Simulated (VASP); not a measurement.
**Ge: single point with r2SCAN**

The system is Ge.

```
Ge
1.0
     3.91374    0.00000    0.00000
    -1.95687    3.38940    0.00000
     0.00000    0.00000    6.47507
Ge
4
Direct
  0.66667 0.33333 0.06322
  0.33333 0.66667 0.56322
  0.66667 0.33333 0.43678
  0.33333 0.66667 0.93678
```

| Quantity | Value |
| --- | --- |
| Program | VASP 6.6.1 |
| Task | single point |
| Functional | r2SCAN |
| Potentials or basis | VASP PAW PBE potentials, release 64 (Ge_d) |
| Cutoff | 520 eV |
| k mesh | 12 × 12 × 6 |
| Occupations | gaussian, width 0.01 eV |
| Spin | no spin polarisation |

```yaml
Pressure: 5.0 GPa
Largest_force: 0.007 eV/Å
Band_gap_on_the_k_mesh: 0.25 eV, direct
```

Forces on the atoms (eV/Å):
```
Ge   0.000  0.000  0.007
Ge   0.000  0.000  0.007
Ge   0.000  0.000 -0.007
Ge   0.000  0.000 -0.007
```

Levels at points of the mesh, in eV from the valence-band top:
```tsv
k point	band 26	band 27	band 28	band 29	band 30	band 31
(0.00, 0.00, 0.00)	-0.36	0.00	0.00	0.25	0.81	2.26
(0.50, 0.00, 0.00)	-3.59	-3.30	-1.77	0.55	1.99	3.67
(0.00, 0.00, 0.50)	-1.11	-1.11	-1.11	1.07	1.07	3.49
(0.50, 0.00, 0.50)	-2.99	-2.86	-2.86	0.64	0.64	2.19
```

Wall time 6.5 min on 1 thread of Intel(R) Xeon(R) 6975P-C (Granite Rapids), with other jobs on the host, peak memory 0.3 GiB.

Caveat: the PAW data sets were made with another functional, which shifts forces and pressure a little. A k mesh can miss the band edges.
